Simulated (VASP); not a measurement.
A run of VASP 6.6.1 is set up as follows.

Contents of INCAR:

```
PREC = Accurate
ENCUT = 520
EDIFF = 1E-7
ISMEAR = -1
SIGMA = 0.05
LREAL = F
LASPH = T
NELM = 100
ALGO = Normal
ISIF = 2
LWAVE = F
LCHARG = F
GGA = PS
NBANDS = 15
```

File KPOINTS:

```
Automatic mesh
0
Gamma
  10 10 10
```

Contents of POSCAR:

```
ZrC
1.0
    0.0000000000      2.3961219900      2.3961219900
    2.3961219900      0.0000000000      2.3961219900
    2.3961219900      2.3961219900      0.0000000000
Zr C
1 1
Direct
    0.5000000000      0.5000000000      0.5000000000
    0.0000000000      0.0000000000      0.0000000000
```

Potentials or basis: VASP PAW PBE potentials, release 64 (Zr_sv, C).

Launch:

```bash
$ cat potpaw_PBE.64/Zr_sv/POTCAR potpaw_PBE.64/C/POTCAR > POTCAR
$ mpirun -np 1 vasp_std > vasp.out
```

(1) Estimate the band gap on the k mesh.

(2) Estimate the pressure.

## Answers

(1) zero (band 8 reaches 9.78 eV, above the bottom of band 9 at 8.51 eV).

(2) -15.4 GPa.

Caveat: the PAW data sets were made with another functional, which shifts forces and pressure a little.
